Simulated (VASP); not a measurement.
Input of a VASP 6.6.1 run:

Contents of INCAR:

```
PREC = Accurate
ENCUT = 520
EDIFF = 1E-7
ISMEAR = 0
SIGMA = 0.05
LREAL = False
LASPH = True
NELM = 150
ALGO = Normal
ISIF = 2
LWAVE = False
LCHARG = False
ISPIN = 2
MAGMOM = 5 -5 -5 5 0 0 0 0 0 0
LORBIT = 11
LMAXMIX = 4
LDAU = True
LDAUTYPE = 2
LDAUL = 2 -1
LDAUU = 4 0
LDAUJ = 0 0
LDAUPRINT = 1
GGA = PE
NBANDS = 49
```

KPOINTS

```
regular mesh
0
Gamma
  4 4 4
```

POSCAR

```
Fe2O3
1.0
    2.5847951765      1.4923321910      4.6467741358
   -2.5847951765      1.4923321910      4.6467741358
    0.0000000000     -2.9846643819      4.6467741358
Fe O
4 6
Direct
    0.3549336527      0.3549336527      0.3549336527
    0.1450663473      0.1450663473      0.1450663473
    0.6450663473      0.6450663473      0.6450663473
    0.8549336527      0.8549336527      0.8549336527
    0.5536335342      0.9463664658      0.2500000000
    0.2500000000      0.5536335342      0.9463664658
    0.9463664658      0.2500000000      0.5536335342
    0.4463664658      0.0536335342      0.7500000000
    0.7500000000      0.4463664658      0.0536335342
    0.0536335342      0.7500000000      0.4463664658
```

Potentials or basis: VASP PAW PBE potentials, release 64 (Fe, O).

Command:

```console
$ cat potpaw_PBE.64/Fe/POTCAR potpaw_PBE.64/O/POTCAR > POTCAR
$ mpirun -np 1 vasp_std > vasp.out
```

(1) What does it give for the largest force?

(2) Estimate the net moment.

(3) Predict the pressure.

## Answers

(1) 0.222 eV/Å.

(2) 0.00 μB per cell.

(3) -6.4 GPa.

Caveat: the cell stands under tension.
